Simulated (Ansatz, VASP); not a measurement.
One calculation of KCl, two programs

```
K Cl
1.0
     0.03156    3.17188    3.17188
     3.17188    0.03156    3.17188
     3.17188    3.17188    0.03156
K Cl
1 1
Direct
  0.00000 0.00000 0.00000
  0.50000 0.50000 0.50000
```

Change from the starting cell: equal xy, yz and zx shear strains of +1 %.

Alike in both runs: task single point; functional PBEsol; k mesh 7 × 7 × 7; occupations fermi-dirac, width 0.03 eV; no spin polarisation.

|  | VASP | Ansatz |
| --- | --- | --- |
| version | VASP 6.6.1 | Ansatz 0.2.0 |
| potentials or method | VASP PAW PBE potentials, release 64 (K_sv, Cl), cutoff 520 eV | all-electron LAPW, scalar-relativistic |

VASP gave:

```
gap on the k mesh at the Fermi level (eV)                     : 4.98
pressure (GPa)                                                : -0.5
traceless stress, the component that is largest in VASP (GPa) : -0.07
```

Question: Estimate Ansatz's values.

Answer: gap on the k mesh at the Fermi level (eV): 4.99; pressure (GPa): -0.6; traceless stress, the component that is largest in VASP (GPa): -0.07.

VASP's potentials were made for PBE, not for PBEsol. Ansatz ran all-electron here, and VASP with PAW potentials.
